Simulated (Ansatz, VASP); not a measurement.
# Two plane-wave programs on HPt6

The input INCAR:

```
SYSTEM = HPt6
PREC     = Accurate       ! precision mode
ENCUT    = 520            ! plane-wave cutoff, eV
EDIFF    = 1E-6           ! SCF threshold, eV
ISMEAR   = 0              ! smearing method
SIGMA    = 0.1            ! smearing width, eV
LREAL    = .False.        ! projectors in reciprocal space
LASPH    = .True.         ! aspherical terms in the spheres
NELM     = 100            ! most SCF steps
ALGO     = Normal         ! electronic algorithm
ISIF     = 2              ! what is computed and relaxed
LWAVE    = .False.        ! write WAVECAR
LCHARG   = .True.         ! write CHGCAR
LDIPOL   = .True.       
IDIPOL   = 3            
DIPOL    = 0.5 0.5 0.303
GGA      = PE             ! functional
LELF     = .True.         ! ELF
LVHAR    = .True.       
LVACPOTAV= .True.       
NBANDS   = 74             ! bands
```

KPOINTS

```
regular mesh
0
Gamma
  5 5 1
  0 0 0
```

POSCAR

```
HPt6
1.0
    5.6143281343      0.0000000000      0.0000000000
    0.0000000000      5.6143281343      0.0000000000
    0.0000000000      0.0000000000     21.8513792319
Pt H
12 2
Direct
    0.2500000000      0.2500000000      0.1830548066
    0.2500000000      0.7500000000      0.1830548066
    0.7500000000      0.2500000000      0.1830548066
    0.7500000000      0.7500000000      0.1830548066
    0.0000000000      0.0000000000      0.2712126041
    0.0000000000      0.5000000000      0.2712126041
    0.5000000000      0.0000000000      0.2712126041
    0.5000000000      0.5000000000      0.2712126041
    0.2500000000      0.2500000000      0.3593081768
    0.2500000000      0.7500000000      0.3593081768
    0.7500000000      0.2500000000      0.3593081768
    0.7500000000      0.7500000000      0.3593081768
   -0.0578876033      0.0000000000      0.4965992818
    0.0578876033      0.0000000000      0.4965992818
```

Input for Ansatz:

```yaml
crystal:
  lattice:
    - [5.6143281343, 0.0, 0.0]
    - [0.0, 5.6143281343, 0.0]
    - [0.0, 0.0, 21.8513792319]
  atoms:
    - { symbol: Pt, position: [0.25, 0.25, 0.1830548066] }
    - { symbol: Pt, position: [0.25, 0.75, 0.1830548066] }
    - { symbol: Pt, position: [0.75, 0.25, 0.1830548066] }
    - { symbol: Pt, position: [0.75, 0.75, 0.1830548066] }
    - { symbol: Pt, position: [0.0, 0.0, 0.2712126041] }
    - { symbol: Pt, position: [0.0, 0.5, 0.2712126041] }
    - { symbol: Pt, position: [0.5, 0.0, 0.2712126041] }
    - { symbol: Pt, position: [0.5, 0.5, 0.2712126041] }
    - { symbol: Pt, position: [0.25, 0.25, 0.3593081768] }
    - { symbol: Pt, position: [0.25, 0.75, 0.3593081768] }
    - { symbol: Pt, position: [0.75, 0.25, 0.3593081768] }
    - { symbol: Pt, position: [0.75, 0.75, 0.3593081768] }
    - { symbol: H, position: [-0.0578876033, 0.0, 0.4965992818] }
    - { symbol: H, position: [0.0578876033, 0.0, 0.4965992818] }
basis:
  ecutwfc: 420
kpoints:
  mp_grid: { grid: [5, 5, 1] }
hamiltonian:
  xc: pbe
  pseudopotentials: { kind: paw, azcp: { folder: soft_1 } }
scf:
  occupations: { method: gaussian, width: 0.1 }
output:
  forces: true
  eigenvalues: true
efield:
  axis: 3
  dipole_correction: true
  ramp_width: 0.04
```

Alike in both runs: task single point; functional PBE; k mesh 5 × 5 × 1; occupations gaussian, width 0.1 eV; no spin polarisation.

```csv
,VASP,Ansatz
version,VASP 6.6.1,Ansatz 0.2.0
potentials or method,"VASP PAW PBE potentials, release 64 (Pt, H), cutoff 520 eV","scalar-relativistic, plane waves, PAW"
valence electrons in the cell,122,218
```

|  | VASP | Ansatz | Ansatz less VASP |
| --- | --- | --- | --- |
| gap on the k mesh at the Fermi level (eV) | none | none | - |
| rms of the force components (eV/Å) | 1.071 | 1.064 | -0.0073 |
| work function, face that differs most (eV) | 5.61 | 5.61 | -0.001 |

Atom by atom the forces differ by 0.011 eV/Å (rms over components). A gap of «none» marks a metal or a gap that the smearing closes. VASP's potentials hold 122 valence electrons a cell and Ansatz's 218, so a difference there can come from the potentials and not from the codes.

Spin-orbit coupling is off throughout.
